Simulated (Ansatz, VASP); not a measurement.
## Si in VASP and in Ansatz

```
CELL_PARAMETERS angstrom
1.32603 -2.29504 0.00000
1.32603 2.29504 0.00000
0.00000 0.00000 2.47981
ATOMIC_POSITIONS crystal
Si 0.50000 0.50000 0.50000
```

Alike in both runs: functional PBE; k mesh 22 × 22 × 22; occupations gaussian, width 0.1 eV; no spin polarisation.

Ansatz relaxed the structure, and its values are those at the end. VASP's run is a single point on that final structure, the one shown.

```csv
,VASP,Ansatz
version,VASP 6.6.1,Ansatz 0.2.0
potentials or method,"VASP PAW PBE potentials, release 64 (Si), cutoff 520 eV","scalar-relativistic, plane waves, PAW"
valence electrons in the cell,4,4
```

|  | VASP | Ansatz | Ansatz less VASP |
| --- | --- | --- | --- |
| gap on the k mesh at the Fermi level (eV) | none | none | - |
| pressure (GPa) | 0.0 | 0.0 | +0.05 |

A gap of «none» marks a metal or a gap that the smearing closes.
